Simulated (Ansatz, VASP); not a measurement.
Two plane-wave programs on RbCdI3

```
Rb Cd I
1.0
     5.95092    0.00000    0.00000
     0.00000    5.95092    0.00000
     0.00000    0.00000    5.95092
Rb Cd I
1 1 3
Direct
  0.00000 0.00000 0.00000
  0.50000 0.50000 0.50000
  0.50000 0.50000 0.00000
  0.50000 0.00000 0.50000
  0.00000 0.50000 0.50000
```

Alike in both runs: task single point; functional PBE; k mesh 4 × 4 × 4; occupations fermi-dirac, width 0.02 eV; no spin polarisation.

```csv
,VASP,Ansatz
version,VASP 6.6.1,Ansatz 0.2.0
potentials or method,"VASP PAW PBE potentials, release 64 (Rb_sv, Cd, I)","plane waves, PAW"
plane-wave cutoff (eV),520,420
valence electrons in the cell,42,80
```

Ansatz gave:

| Item | Value |
| --- | --- |
| pressure (GPa) | 0.6 |

Problem. Estimate VASP's values.

Solution. Pressure (GPa): 0.7.

The functional is the same, so the differences come from potentials, cutoffs and numerics. VASP's potentials hold 42 valence electrons a cell and Ansatz's 80, so a difference there can come from the potentials and not from the codes.

Neither program's run includes spin-orbit coupling.
